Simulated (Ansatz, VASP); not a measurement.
# One calculation of TePb, two programs

```
Pb Te
1.0
     0.00000    3.23100    3.23100
     3.23100    0.00000    3.23100
     3.23100    3.23100    0.00000
Pb Te
1 1
Direct
  0.00000 0.00000 0.00000
  0.50000 0.50000 0.50000
```

Alike in both runs: task relaxation of cell and atoms; functional RPBE; dispersion D4; k mesh 7 × 7 × 7; occupations fermi-dirac, width 0.05 eV; no spin polarisation.

|  | VASP | Ansatz |
| --- | --- | --- |
| version | VASP 6.6.1 | Ansatz 0.2.0 |
| potentials or method | VASP PAW PBE potentials, release 64 (Pb_d, Te), cutoff 600 eV | all-electron LAPW, scalar-relativistic |

```csv
,VASP,Ansatz,Ansatz less VASP
relaxed volume (Å³/atom),33.73,33.73,0.000
relaxed cell length with the largest relative difference (Å),4.569,4.569,0.0000
```

VASP's potentials were made for PBE, not for RPBE. Ansatz ran all-electron here, and VASP with PAW potentials.

Neither program's run includes spin-orbit coupling. Noted on VASP's run: the relaxation stopped at its first step, so nothing moved.
